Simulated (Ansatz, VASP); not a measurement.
## One calculation of TiPt3, two programs

INCAR

```
SYSTEM = TiPt3
PREC = Accurate
ENCUT = 520
EDIFF = 1E-8
ISMEAR = -1
SIGMA = 0.05
LREAL = .False.
LASPH = .True.
NELM = 80
ALGO = Normal
ISIF = 2
LWAVE = .False.
LCHARG = .False.
GGA = PS
LEFG = .True.
NBANDS = 29
```

The input KPOINTS:

```
regular mesh
0
Gamma
  9 9 9
  0 0 0
```

The input POSCAR:

```
TiPt3
1.0
    3.8970000000      0.0000000000      0.0000000000
    0.0000000000      3.8970000000      0.0000000000
    0.0000000000      0.0000000000      3.8970000000
Ti Pt
1 3
Direct
    0.0000000000      0.0000000000      0.0000000000
    0.0000000000      0.5000000000      0.5000000000
    0.5000000000      0.0000000000      0.5000000000
    0.5000000000      0.5000000000      0.0000000000
```

Input for Ansatz:

```yaml
crystal:
  lattice:
    - [3.897, 0.0, 0.0]
    - [0.0, 3.897, 0.0]
    - [0.0, 0.0, 3.897]
  atoms:
    - { symbol: Ti, position: [0.0, 0.0, 0.0] }
    - { symbol: Pt, position: [0.0, 0.5, 0.5] }
    - { symbol: Pt, position: [0.5, 0.0, 0.5] }
    - { symbol: Pt, position: [0.5, 0.5, 0.0] }
kpoints:
  mp_grid: { grid: [9, 9, 9] }
  band_path:
    path:
      - [0.0, 0.0, 0.0]
      - [0.0, 0.5, 0.0]
      - [0.5, 0.5, 0.0]
      - [0.0, 0.0, 0.0]
      - [0.5, 0.5, 0.5]
      - [0.0, 0.5, 0.0]
      - [0.5, 0.5, 0.5]
      - [0.5, 0.5, 0.0]
    npoints: 8
scf:
  occupations: { method: fermi_dirac, width: 0.05 }
hamiltonian:
  xc: pbesol
  pseudopotentials: { kind: all_electron, datasets: crystal }
output:
  forces: true
  stress: true
  eigenvalues: true
  efg: { contact_densities: true }
```

Alike in both runs: task electric field gradients; functional PBEsol; k mesh 9 × 9 × 9; occupations fermi-dirac, width 0.05 eV; no spin polarisation.

|  | VASP | Ansatz |
| --- | --- | --- |
| version | VASP 6.6.1 | Ansatz 0.2.0 |
| potentials or method | VASP PAW PBE potentials, release 64 (Ti_sv, Pt), cutoff 520 eV | all-electron PAW with datasets made for the crystal, scalar-relativistic |

```csv
,VASP,Ansatz,Ansatz less VASP
pressure (GPa),0.2,0.5,+0.26
size of Vzz on the site where it differs most (V/Å²),67.0,75.9,+8.95
```

VASP's potentials were made for PBE, not for PBEsol. Ansatz ran all-electron here, and VASP with PAW potentials.

Neither program's run includes spin-orbit coupling.
